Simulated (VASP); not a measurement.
# Sb (Pm-3m) in VASP: single point with PBEsol

Aim: the single point of Sb with PBEsol.

All numbers are computed with VASP 6.6.1; they aren't measurements. Logs are shortened: lines on timing, memory, paths and dates and some standing lists are left out, and cuts for length are marked.

**1. The cell of the first run**

Symmetry: Pm-3m, No. 221, cubic system. Conventional cell: a = 3.160 Å, b = 3.160 Å, c = 3.160 Å, α = 90.00°, β = 90.00°, γ = 90.00°. Sb (site symmetry m-3m) has 6 Sb at 3.16 Å within 4.2 Å.

**2. Single point, PBEsol**

File INCAR:

```
SYSTEM = Sb
PREC     = Accurate       ! precision mode
ENCUT    = 520            ! plane-wave cutoff, eV
EDIFF    = 1E-6           ! SCF threshold, eV
ISMEAR   = -1             ! smearing method
SIGMA    = 0.0689         ! smearing width, eV
LREAL    = Auto         
LASPH    = .True.         ! aspherical terms in the spheres
NELM     = 100            ! most SCF steps
ALGO     = Normal         ! electronic algorithm
ISIF     = 2              ! what is computed and relaxed
LWAVE    = .False.        ! write WAVECAR
LCHARG   = .False.        ! write CHGCAR
GGA      = PS             ! functional
NBANDS   = 54             ! bands
ISYM     = 0
```

File KPOINTS:

```
Automatic mesh
0
Gamma
  2 2 2
  0.5 0.5 0.5
```

File POSCAR:

```
Sb
1.0
   -6.3200000000      6.3200000000      0.0000000000
   -6.3200000000      0.0000000000      6.3200000000
    0.0000000000      6.3200000000      6.3200000000
Sb
16
Direct
    0.7500000000      0.7500000000      0.2500000000
    0.7500000000      0.7500000000      0.7500000000
    0.5000000000      0.5000000000      0.0000000000
    0.2500000000      0.7500000000      0.2500000000
    0.7500000000      0.2500000000      0.2500000000
    0.5000000000      0.5000000000      0.5000000000
    0.2500000000      0.7500000000      0.7500000000
    0.7500000000      0.2500000000      0.7500000000
    0.0000000000      0.5000000000      0.0000000000
    0.5000000000      0.0000000000      0.0000000000
    0.2500000000      0.2500000000      0.2500000000
    0.0000000000      0.5000000000      0.5000000000
    0.5000000000      0.0000000000      0.5000000000
    0.2500000000      0.2500000000      0.7500000000
    0.0000000000      0.0000000000      0.0000000000
    0.0000000000      0.0000000000      0.5000000000
```

Potentials or basis: VASP PAW PBE potentials, release 64 (Sb).

Command:

```bash
$ cat potpaw_PBE.64/Sb/POTCAR > POTCAR
$ mpirun -np 1 vasp_std > vasp.out
```

OUTCAR:

```text
SYSTEM = Sb
   PREC = Accurate
   ENCUT = 520
   EDIFF = 1E-6
   ISMEAR = -1
   LREAL = Auto
   LASPH = .True.
   NELM = 100
   ISIF = 2
   GGA = PS
   ISYM = 0

 ion  position               nearest neighbor table
   1  0.750  0.750  0.250-   6 3.16   9 3.16  10 3.16  12 3.16  13 3.16  15 3.16
   2  0.750  0.750  0.750-   3 3.16   9 3.16  10 3.16  12 3.16  13 3.16  16 3.16
   3  0.500  0.500  0.000-   2 3.16   4 3.16   5 3.16   7 3.16   8 3.16  11 3.16
   4  0.250  0.750  0.250-   3 3.16   6 3.16  10 3.16  12 3.16  15 3.16  16 3.16
   5  0.750  0.250  0.250-   3 3.16   6 3.16   9 3.16  13 3.16  15 3.16  16 3.16
   6  0.500  0.500  0.500-   1 3.16   4 3.16   5 3.16   7 3.16   8 3.16  14 3.16
[... 8 lines left out ...]
  15  0.000  0.000  0.000-   1 3.16   4 3.16   5 3.16   7 3.16   8 3.16  14 3.16
  16  0.000  0.000  0.500-   2 3.16   4 3.16   5 3.16   7 3.16   8 3.16  11 3.16

IMPORTANT INFORMATION: All symmetrisations will be switched off!
NOSYMM: (Re-)initialisation of all symmetry stuff for point group C_1.

----------------------------------------------------------------------------------------

                                     Primitive cell

  volume of cell :     504.8719

  direct lattice vectors                    reciprocal lattice vectors
    -6.320000000  6.320000000  0.000000000    -0.079113924  0.079113924 -0.079113924
    -6.320000000  0.000000000  6.320000000    -0.079113924 -0.079113924  0.079113924
     0.000000000  6.320000000  6.320000000     0.079113924  0.079113924  0.079113924

  length of vectors
     8.937829714  8.937829714  8.937829714     0.137029336  0.137029336  0.137029336

  position of ions in fractional coordinates (direct lattice)
     0.750000000  0.750000000  0.250000000
     0.750000000  0.750000000  0.750000000
     0.500000000  0.500000000  0.000000000
     0.250000000  0.750000000  0.250000000
     0.750000000  0.250000000  0.250000000
     0.500000000  0.500000000  0.500000000
[... 8 lines left out ...]
     0.000000000  0.000000000  0.000000000
     0.000000000  0.000000000  0.500000000

  ion indices of the primitive-cell ions
   primitive index   ion index
                 1           1
                 2           2
                 3           3
                 4           4
                 5           5
                 6           6
[... 8 lines left out ...]
                15          15
                16          16

----------------------------------------------------------------------------------------

 KPOINTS: Automatic mesh

Automatic generation of k-mesh.
 Grid dimensions read from file:
 generate k-points for:    2    2    2

 Generating k-lattice:

  Cartesian coordinates                     Fractional coordinates (reciprocal lattice)
    -0.039556962  0.039556962 -0.039556962     0.500000000  0.000000000  0.000000000
    -0.039556962 -0.039556962  0.039556962     0.000000000  0.500000000  0.000000000
     0.039556962  0.039556962  0.039556962     0.000000000  0.000000000  0.500000000

  Length of vectors
     0.068514668  0.068514668  0.068514668

  Shift w.r.t. Gamma in fractional coordinates (k-lattice)
     0.500000000  0.500000000  0.500000000

 Subroutine IBZKPT returns following result:
 ===========================================

 Found     16 irreducible k-points:

 Following reciprocal coordinates:
            Coordinates               Weight
  0.250000  0.250000  0.250000      2.000000
  0.250000  0.000000  0.000000      2.000000
  0.000000  0.000000 -0.250000      2.000000
  0.000000  0.250000  0.000000      2.000000
 -0.250000  0.250000  0.250000      2.000000
  0.250000 -0.250000  0.250000      2.000000
[... 8 lines left out ...]
  0.000000  0.250000  0.500000      2.000000
  0.500000  0.250000  0.000000      2.000000
   k-points           NKPTS =     16   k-points in BZ     NKDIM =     16   number of bands    NBANDS=     54
   number of dos      NEDOS =    301   number of ions     NIONS =     16
   total plane-waves  NPLWV = 343000
   dimension x,y,z NGX =    70 NGY =   70 NGZ =   70
   dimension x,y,z NGXF=   140 NGYF=  140 NGZF=  140
   ions per type =              16
   NGX,Y,Z   is equivalent  to a cutoff of  13.02, 13.02, 13.02 a.u.
   NGXF,Y,Z  is equivalent  to a cutoff of  26.04, 26.04, 26.04 a.u.
 SYSTEM =  Sb
   PREC   = accura    normal or accurate (medium, high low for compatibility)
   ISTART =      0    job   : 0-new  1-cont  2-samecut
   ICHARG =      2    charge: 1-file 2-atom 10-const
   ISPIN  =      1    spin polarized calculation?
   LNONCOLLINEAR =      F non collinear calculations
   LSORBIT =      F    spin-orbit coupling
   LASPH  =      T    aspherical Exc in radial PAW
   ENCUT  =  520.0 eV  38.22 Ry    6.18 a.u.  16.62 16.62 16.62*2*pi/ulx,y,z
   NELM   =    100;   NELMIN=  2; NELMDL= -5     # of ELM steps
   EDIFF  = 0.1E-05   stopping-criterion for ELM
   LREAL  =      T    real-space projection
   EDIFFG = 0.1E-04   stopping-criterion for IOM
   NSW    =      0    number of steps for IOM
   IBRION =     -1    ionic relax: 0-MD 1-quasi-New 2-CG
   NFREE  =      0    steps in history (QN), initial steepest desc. (CG)
   ISIF   =      2    stress and relaxation
   ISYM   =      0    0-nonsym 1-usesym 2-fastsym
   POTIM  = 0.5000    time-step for ionic-motion
   TEBEG  =    0.0;   TEEND  =   0.0 temperature during run
   PSTRESS=    0.0 pullay stress
   NELECT =      80.0000    total number of electrons
   NUPDOWN=      -1.0000    fix difference up-down
   EMIN   =  10.00;   EMAX   =-10.00  energy-range for DOS
   EFERMI =   0.00;   METHOD = LEGACY
   ISMEAR =    -1;   SIGMA  =   0.07  broadening in eV -4-tet -1-fermi 0-gaus
   EFERMI_NEDOS =   21; number of points for ismear=-14 and -15
   IALGO  =     38    algorithm
   IMIX   =      4    mixing-type and parameters
     AMIX     =   0.40;   BMIX     =  1.00
     AMIX_MAG =   1.60;   BMIX_MAG =  1.00
  volume/ion in A,a.u.               =      31.55       212.94
  Fermi-wavevector in a.u.,A,eV,Ry     =   0.885886  1.674081 10.677766  0.784794
  Thomas-Fermi vector in A             =   2.006979
   LORBIT       =      0    0 simple, 1 ext, 2 COOP (PROOUT), +10 PAW based schemes
   GGA     = PS    functional components
   LHFCALC =     F    Hartree Fock is set to
   AEXX    =    0.0000 exact exchange contribution
   IVDW    =     0    specifies the selected vdW correction
   LEPSILON=     F    determine dielectric tensor
   LRPA    =     F    only Hartree local field effects (RPA)
 non-spin polarized calculation
  energy-cutoff  :      520.00
  volume of cell :      504.87
 maximum number of plane-waves:     13614
 NGX is ok and might be reduce to    70
   NGX = 33   NGY = 33   NGZ = 33

 number of electron      80.0000000 magnetization

 Free energy of the ion-electron system (eV)
  ---------------------------------------------------
  ext. energy  EPLUGINS =         0.00000000
  ---------------------------------------------------
  free energy    TOTEN  =       -71.92911832 eV

  energy without entropy =      -71.82188681  energy(sigma->0) =      -71.87550256

 E-fermi :   6.3550     XC(G=0):  -9.5167

 val. band max:        6.2356127187   @ k =   0.5000   0.0000  -0.2500
 cond. band min:       6.5031949954   @ k =   0.5000   0.0000  -0.2500
 fundamental gap:      0.2675822767
 Fermi energy:         6.3549565673

 k-point     1 :       0.2500    0.2500    0.2500
  band No.  band energies     occupation
      1      -5.5214      2.00000
      2      -4.2626      2.00000
      3      -3.5072      2.00000
      4      -3.5072      2.00000
      5      -3.5072      2.00000
      6      -3.4868      2.00000
[... 44 lines left out ...]
     51       8.2519      0.00000
     52       8.2519      0.00000

 k-point     2 :       0.2500    0.0000    0.0000
  band No.  band energies     occupation
      1      -5.5214      2.00000
      2      -4.2626      2.00000
      3      -3.5072      2.00000
      4      -3.5072      2.00000
      5      -3.5072      2.00000
      6      -3.4868      2.00000
[... 44 lines left out ...]
     51       8.2519      0.00000
     52       8.2519      0.00000

 k-point     3 :       0.0000    0.0000   -0.2500
  band No.  band energies     occupation
      1      -5.5214      2.00000
      2      -4.2626      2.00000
      3      -3.5072      2.00000
      4      -3.5072      2.00000
      5      -3.5072      2.00000
      6      -3.4868      2.00000
[... 44 lines left out ...]
     51       8.2519      0.00000
     52       8.2519      0.00000
[... 606 lines left out ...]
 k-point    15 :       0.0000    0.2500    0.5000
  band No.  band energies     occupation
      1      -5.1024      2.00000
      2      -4.6828      2.00000
      3      -4.3303      2.00000
      4      -3.9088      2.00000
      5      -3.9088      2.00000
      6      -3.1288      2.00000
[... 44 lines left out ...]
     51       8.9774      0.00000
     52       9.1707      0.00000

 k-point    16 :       0.5000    0.2500    0.0000
  band No.  band energies     occupation
      1      -5.1024      2.00000
      2      -4.6828      2.00000
      3      -4.3303      2.00000
      4      -3.9088      2.00000
      5      -3.9088      2.00000
      6      -3.1288      2.00000
[... 44 lines left out ...]
     51       8.9774      0.00000
     52       9.1707      0.00000
 [bands above 52 left out]

------------------------ aborting loop because EDIFF is reached ----------------------------------------

  FORCE on cell =-STRESS in cart. coord.  units (eV):
  Direction    XX          YY          ZZ          XY          YZ          ZX
  --------------------------------------------------------------------------------------
  -------------------------------------------------------------------------------------
  Total      -16.0604323    -16.0604326    -16.0604347      0.0000020     -0.0000027      0.0000039
  in kB      -50.9667081    -50.9667090    -50.9667157      0.0000064     -0.0000084      0.0000124
  external PRESSURE =     -50.9667110 kB  Pullay stress =       0.0000000 kB

 VOLUME and BASIS-vectors are now :
 -----------------------------------------------------------------------------
  energy-cutoff  :      520.00
  volume of cell :      504.87
      direct lattice vectors                 reciprocal lattice vectors
    -6.320000000  6.320000000  0.000000000    -0.079113924  0.079113924 -0.079113924
    -6.320000000  0.000000000  6.320000000    -0.079113924 -0.079113924  0.079113924
     0.000000000  6.320000000  6.320000000     0.079113924  0.079113924  0.079113924

 POSITION                                       TOTAL-FORCE (eV/Angst)
 -----------------------------------------------------------------------------------
     -9.48000      6.32000      6.32000        -0.000001     -0.000001      0.000001
     -9.48000      9.48000      9.48000         0.000001      0.000000     -0.000000
     -6.32000      3.16000      3.16000        -0.000001     -0.000006     -0.000002
     -6.32000      3.16000      6.32000        -0.000000     -0.000001     -0.000000
     -6.32000      6.32000      3.16000        -0.000001     -0.000000     -0.000002
     -6.32000      6.32000      6.32000        -0.000003      0.000001      0.000006
[... 8 lines left out ...]
      0.00000      0.00000      0.00000         0.000002     -0.000001     -0.000004
      0.00000      3.16000      3.16000        -0.000001      0.000005      0.000001
 -----------------------------------------------------------------------------------
    total drift:                                0.000000     -0.000000      0.000001

  FREE ENERGIE OF THE ION-ELECTRON SYSTEM (eV)
  ---------------------------------------------------
  free  energy   TOTEN  =       -71.9291183160 eV

  energy  without entropy=      -71.8218868111  energy(sigma->0) =      -71.87550256
```

Wall time 7.2 min (1 thread of Intel Xeon Platinum 8559C (Emerald Rapids), shared host); peak memory 0.77 GiB.

Results:

- Free energy: -71.9291 eV
- Pressure: -5.1 GPa
- Band gap on the k mesh: 0.27 eV

Caveat: the PAW data sets were made with another functional, which shifts forces and pressure a little; spin-orbit coupling is left out, which moves the levels of the heavy elements. A k mesh can miss the band edges.
